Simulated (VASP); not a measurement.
# ZnS (P6_3mc) in VASP: a series of runs

Runs on ZnS. Level: PBE. Tasks: single point.

All numbers are computed with VASP 6.6.1; they aren't measurements. Logs are shortened: lines on timing, memory, paths and dates and some standing lists are left out, and cuts for length are marked.

## 1. The cell of the first run

The structure is hexagonal, space group P6_3mc (No. 186). The conventional cell has a = 3.846 Å, b = 3.846 Å, c = 12.589 Å, α = 90.00°, β = 90.00°, γ = 120.00°. Zn (site symmetry 3m) has 4 S at 2.36 Å within 3.1 Å. Zn (site symmetry 3m) has 4 S at 2.36 Å within 3.1 Å. S (site symmetry 3m) has 4 Zn at 2.36 Å within 3.1 Å. Within 3.1 Å of S (site symmetry 3m) lie 4 Zn at 2.36 Å.

## 2. Single point, PBE

Contents of INCAR:

```
SYSTEM = ZnS
PREC     = Accurate       ! precision mode
ENCUT    = 520            ! plane-wave cutoff, eV
EDIFF    = 1E-6           ! SCF threshold, eV
ISMEAR   = 0              ! smearing method
SIGMA    = 0.02           ! smearing width, eV
LREAL    = .FALSE.        ! projectors in reciprocal space
LASPH    = .TRUE.         ! aspherical terms in the spheres
NELM     = 100            ! most SCF steps
ALGO     = Normal         ! electronic algorithm
ISIF     = 2              ! what is computed and relaxed
LWAVE    = .FALSE.        ! write WAVECAR
LCHARG   = .FALSE.        ! write CHGCAR
GGA      = PE             ! functional
NBANDS   = 46             ! bands
```

Contents of KPOINTS:

```
regular mesh
0
G
  12 12 4
  0 0 0
```

Contents of POSCAR:

```
ZnS
1.0
    3.8461551846      0.0000000000      0.0000000000
   -1.9230775923      3.3308680968      0.0000000000
    0.0000000000      0.0000000000     12.5886853746
Zn S
4 4
Direct
    0.6666666667      0.3333333333      0.7500383538
    0.3333333333      0.6666666667      0.2500383538
    0.0000000000      0.0000000000      0.5000855079
    0.0000000000      0.0000000000      0.0000855079
    0.6666666667      0.3333333333      0.9376114930
    0.3333333333      0.6666666667      0.4376114930
    0.0000000000      0.0000000000      0.6872636452
    0.0000000000      0.0000000000      0.1872636452
```

Potentials or basis: VASP PAW PBE potentials, release 64 (Zn, S).

Run with:

```console
$ cat potpaw_PBE.64/Zn/POTCAR potpaw_PBE.64/S/POTCAR > POTCAR
$ mpirun -np 1 vasp_std > vasp.out
```

OUTCAR:

```text
SYSTEM = ZnS
   PREC = Accurate
   ENCUT = 520
   EDIFF = 1E-6
   ISMEAR = 0
   LREAL = .FALSE.
   LASPH = .TRUE.
   NELM = 100
   ISIF = 2
   GGA = PE

 ion  position               nearest neighbor table
   1  0.667  0.333  0.750-   7 2.36   7 2.36   7 2.36   5 2.36
   2  0.333  0.667  0.250-   8 2.36   8 2.36   8 2.36   6 2.36
   3  0.000  0.000  0.500-   6 2.36   6 2.36   6 2.36   7 2.36
   4  0.000  0.000  0.000-   5 2.36   5 2.36   5 2.36   8 2.36
   5  0.667  0.333  0.938-   4 2.36   4 2.36   4 2.36   1 2.36
   6  0.333  0.667  0.438-   3 2.36   3 2.36   3 2.36   2 2.36
   7  0.000  0.000  0.687-   3 2.36   1 2.36   1 2.36   1 2.36
   8  0.000  0.000  0.187-   4 2.36   2 2.36   2 2.36   2 2.36

  LATTYP: Found a hexagonal cell.
 ALAT       =     3.8461551846
 C/A-ratio  =     3.2730570584

  Lattice vectors:

 A1 = (   3.8461551846,   0.0000000000,   0.0000000000)
 A2 = (  -1.9230775923,   3.3308680968,   0.0000000000)
 A3 = (   0.0000000000,   0.0000000000,  12.5886853746)

Analysis of symmetry for initial positions (statically):
=====================================================================
 Subroutine PRICEL returns:
 Original cell was already a primitive cell.

 Routine SETGRP: Setting up the symmetry group for a
 hexagonal supercell.

 Subroutine GETGRP returns: Found 12 space group operations
 (whereof  6 operations were pure point group operations)
 out of a pool of 24 trial point group operations.

The static configuration has the point symmetry C_3v.
 The point group associated with its full space group is C_6v.

Analysis of symmetry for dynamics (positions and initial velocities):
=====================================================================
 Subroutine PRICEL returns:
 Original cell was already a primitive cell.

 Routine SETGRP: Setting up the symmetry group for a
 hexagonal supercell.

 Subroutine GETGRP returns: Found 12 space group operations
 (whereof  6 operations were pure point group operations)
 out of a pool of 24 trial point group operations.

The dynamic configuration has the point symmetry C_3v.
 The point group associated with its full space group is C_6v.

 Subroutine INISYM returns: Found 12 space group operations
 (whereof  6 operations are pure point group operations),
 and found     1 'primitive' translations

----------------------------------------------------------------------------------------

                                     Primitive cell

  volume of cell :     161.2741

  direct lattice vectors                    reciprocal lattice vectors
     3.846155185  0.000000000  0.000000000     0.259999910  0.150111018  0.000000000
    -1.923077592  3.330868097  0.000000000     0.000000000  0.300222035  0.000000000
     0.000000000  0.000000000 12.588685375     0.000000000  0.000000000  0.079436412

  length of vectors
     3.846155185  3.846155185 12.588685375     0.300222036  0.300222035  0.079436412

  position of ions in fractional coordinates (direct lattice)
     0.666666667  0.333333333  0.750038354
     0.333333333  0.666666667  0.250038354
     0.000000000  0.000000000  0.500085508
     0.000000000  0.000000000  0.000085508
     0.666666667  0.333333333  0.937611493
     0.333333333  0.666666667  0.437611493
     0.000000000  0.000000000  0.687263645
     0.000000000  0.000000000  0.187263645

  ion indices of the primitive-cell ions
   primitive index   ion index
                 1           1
                 2           2
                 3           3
                 4           4
                 5           5
                 6           6
                 7           7
                 8           8

----------------------------------------------------------------------------------------

 KPOINTS: regular mesh

Automatic generation of k-mesh.
 Grid dimensions read from file:
 generate k-points for:   12   12    4

 Generating k-lattice:

  Cartesian coordinates                     Fractional coordinates (reciprocal lattice)
     0.021666659  0.012509251  0.000000000     0.083333333 -0.000000000  0.000000000
     0.000000000  0.025018503  0.000000000     0.000000000  0.083333333  0.000000000
     0.000000000  0.000000000  0.019859103     0.000000000  0.000000000  0.250000000

  Length of vectors
     0.025018503  0.025018503  0.019859103

  Shift w.r.t. Gamma in fractional coordinates (k-lattice)
     0.000000000  0.000000000  0.000000000

 Subroutine IBZKPT returns following result:
 ===========================================

 Found     57 irreducible k-points:

 Following reciprocal coordinates:
            Coordinates               Weight
  0.000000  0.000000  0.000000      1.000000
  0.083333 -0.000000  0.000000      6.000000
  0.166667  0.000000  0.000000      6.000000
  0.250000  0.000000  0.000000      6.000000
  0.333333  0.000000  0.000000      6.000000
  0.416667 -0.000000  0.000000      6.000000
[... 16 lines left out ...]
  0.250000  0.000000  0.250000     12.000000
  0.333333  0.000000  0.250000     12.000000
 [... further k-points ...]
   k-points           NKPTS =     57   k-points in BZ     NKDIM =     57   number of bands    NBANDS=     46
   number of dos      NEDOS =    301   number of ions     NIONS =      8
   total plane-waves  NPLWV =  86400
   dimension x,y,z NGX =    30 NGY =   30 NGZ =   96
   dimension x,y,z NGXF=    60 NGYF=   60 NGZF=  192
   ions per type =               4   4
   NGX,Y,Z   is equivalent  to a cutoff of  12.97, 12.97, 12.68 a.u.
   NGXF,Y,Z  is equivalent  to a cutoff of  25.93, 25.93, 25.36 a.u.
 SYSTEM =  ZnS
   PREC   = accura    normal or accurate (medium, high low for compatibility)
   ISTART =      0    job   : 0-new  1-cont  2-samecut
   ICHARG =      2    charge: 1-file 2-atom 10-const
   ISPIN  =      1    spin polarized calculation?
   LNONCOLLINEAR =      F non collinear calculations
   LSORBIT =      F    spin-orbit coupling
   LASPH  =      T    aspherical Exc in radial PAW
   ENCUT  =  520.0 eV  38.22 Ry    6.18 a.u.   7.15  7.15 23.41*2*pi/ulx,y,z
   NELM   =    100;   NELMIN=  2; NELMDL= -5     # of ELM steps
   EDIFF  = 0.1E-05   stopping-criterion for ELM
   LREAL  =      F    real-space projection
   EDIFFG = 0.1E-04   stopping-criterion for IOM
   NSW    =      0    number of steps for IOM
   IBRION =     -1    ionic relax: 0-MD 1-quasi-New 2-CG
   NFREE  =      0    steps in history (QN), initial steepest desc. (CG)
   ISIF   =      2    stress and relaxation
   ISYM   =      2    0-nonsym 1-usesym 2-fastsym
   POTIM  = 0.5000    time-step for ionic-motion
   TEBEG  =    0.0;   TEEND  =   0.0 temperature during run
   PSTRESS=    0.0 pullay stress
   NELECT =      72.0000    total number of electrons
   NUPDOWN=      -1.0000    fix difference up-down
   EMIN   =  10.00;   EMAX   =-10.00  energy-range for DOS
   EFERMI =   0.00;   METHOD = LEGACY
   ISMEAR =     0;   SIGMA  =   0.02  broadening in eV -4-tet -1-fermi 0-gaus
   EFERMI_NEDOS =   21; number of points for ismear=-14 and -15
   IALGO  =     38    algorithm
   IMIX   =      4    mixing-type and parameters
     AMIX     =   0.40;   BMIX     =  1.00
     AMIX_MAG =   1.60;   BMIX_MAG =  1.00
  volume/ion in A,a.u.               =      20.16       136.04
  Fermi-wavevector in a.u.,A,eV,Ry     =   1.251212  2.364447 21.300338  1.565531
  Thomas-Fermi vector in A             =   2.385170
   LORBIT       =      0    0 simple, 1 ext, 2 COOP (PROOUT), +10 PAW based schemes
   GGA     = PE    functional components
   LHFCALC =     F    Hartree Fock is set to
   AEXX    =    0.0000 exact exchange contribution
   IVDW    =     0    specifies the selected vdW correction
   LEPSILON=     F    determine dielectric tensor
   LRPA    =     F    only Hartree local field effects (RPA)
 non-spin polarized calculation
 Gauss-broadening in eV      SIGMA  =   0.02
  energy-cutoff  :      520.00
  volume of cell :      161.27
 maximum number of plane-waves:      4389
 NGX is ok and might be reduce to    30
   NGX = 15   NGY = 15   NGZ = 47

 number of electron      72.0000044 magnetization

 Free energy of the ion-electron system (eV)
  ---------------------------------------------------
  ext. energy  EPLUGINS =         0.00000000
  ---------------------------------------------------
  free energy    TOTEN  =       -27.39966637 eV

  energy without entropy =      -27.39966637  energy(sigma->0) =      -27.39966637

 E-fermi :   2.0109     XC(G=0):  -9.5254

 val. band max:        1.9159634479   @ k =   0.0000   0.0000   0.0000
 cond. band min:       3.9697577133   @ k =   0.0000   0.0000   0.0000
 fundamental gap:      2.0537942654
 Fermi energy:         2.0109446765

 k-point     1 :       0.0000    0.0000    0.0000
  band No.  band energies     occupation
      1     -11.0883      2.00000
      2     -10.6865      2.00000
      3     -10.6764      2.00000
      4     -10.1988      2.00000
      5      -4.3417      2.00000
      6      -4.3360      2.00000
[... 38 lines left out ...]
     45       8.5867      0.00000
     46       8.6957      0.00000

 k-point     2 :       0.0833   -0.0000    0.0000
  band No.  band energies     occupation
      1     -11.0430      2.00000
      2     -10.6491      2.00000
      3     -10.6389      2.00000
      4     -10.1735      2.00000
      5      -4.3399      2.00000
      6      -4.3324      2.00000
[... 38 lines left out ...]
     45       8.5066      0.00000
     46       8.7826      0.00000

 k-point     3 :       0.1667    0.0000    0.0000
  band No.  band energies     occupation
      1     -10.9134      2.00000
      2     -10.5439      2.00000
      3     -10.5335      2.00000
      4     -10.1051      2.00000
      5      -4.3485      2.00000
      6      -4.3291      2.00000
[... 38 lines left out ...]
     45       8.6938      0.00000
     46       8.7949      0.00000

 k-point     4 :       0.2500    0.0000    0.0000
  band No.  band energies     occupation
      1     -10.7191      2.00000
      2     -10.3923      2.00000
      3     -10.3819      2.00000
      4     -10.0156      2.00000
      5      -4.3560      2.00000
      6      -4.3274      2.00000
[... 920 lines left out ...]
     45       8.7563      0.00000
     46       8.8451      0.00000

 k-point    23 :       0.2500    0.0000    0.2500
  band No.  band energies     occupation
      1     -10.6950      2.00000
      2     -10.5184      2.00000
      3     -10.2500      2.00000
      4     -10.0455      2.00000
      5      -4.3557      2.00000
      6      -4.3380      2.00000
[... 38 lines left out ...]
     45       9.0051      0.00000
     46       9.1985      0.00000

 k-point    24 :       0.3333    0.0000    0.2500
  band No.  band energies     occupation
      1     -10.4751      2.00000
      2     -10.3308      2.00000
      3     -10.1174      2.00000
      4      -9.9604      2.00000
      5      -4.3526      2.00000
      6      -4.3188      2.00000
[... 38 lines left out ...]
     45       9.0552      0.00000
     46       9.5971      0.00000

 [... further k-points ...]

------------------------ aborting loop because EDIFF is reached ----------------------------------------

  FORCE on cell =-STRESS in cart. coord.  units (eV):
  Direction    XX          YY          ZZ          XY          YZ          ZX
  --------------------------------------------------------------------------------------
  -------------------------------------------------------------------------------------
  Total        0.1948284      0.1948284      0.2015754      0.0000000      0.0000000      0.0000000
  in kB        1.9355222      1.9355222      2.0025510      0.0000000      0.0000000      0.0000000
  external PRESSURE =       1.9578651 kB  Pullay stress =       0.0000000 kB

 VOLUME and BASIS-vectors are now :
 -----------------------------------------------------------------------------
  energy-cutoff  :      520.00
  volume of cell :      161.27
      direct lattice vectors                 reciprocal lattice vectors
     3.846155185  0.000000000  0.000000000     0.259999910  0.150111018  0.000000000
    -1.923077592  3.330868097  0.000000000     0.000000000  0.300222035  0.000000000
     0.000000000  0.000000000 12.588685375     0.000000000  0.000000000  0.079436412

 POSITION                                       TOTAL-FORCE (eV/Angst)
 -----------------------------------------------------------------------------------
      1.92308      1.11029      9.44200         0.000000      0.000000      0.000881
     -0.00000      2.22058      3.14765        -0.000000     -0.000000      0.000881
      0.00000      0.00000      6.29542        -0.000000     -0.000000     -0.000246
      0.00000      0.00000      0.00108         0.000000      0.000000     -0.000246
      1.92308      1.11029     11.80330         0.000000      0.000000     -0.000176
     -0.00000      2.22058      5.50895        -0.000000     -0.000000     -0.000176
      0.00000      0.00000      8.65175         0.000000      0.000000     -0.000459
      0.00000      0.00000      2.35740        -0.000000     -0.000000     -0.000459
 -----------------------------------------------------------------------------------
    total drift:                               -0.000000     -0.000000      0.000519

  FREE ENERGIE OF THE ION-ELECTRON SYSTEM (eV)
  ---------------------------------------------------
  free  energy   TOTEN  =       -27.3996663695 eV

  energy  without entropy=      -27.3996663695  energy(sigma->0) =      -27.39966637
```

Run time: 8.1 min. Hardware: 1 thread of Intel Xeon 6975P-C (Granite Rapids), shared host; peak memory 0.46 GiB.

What came out:

| Quantity | Value |
| --- | --- |
| Free energy | -27.3997 eV |
| Pressure | 0.2 GPa |
| Band gap on the k mesh | 2.05 eV |

(Continued in part 2 of 2.)
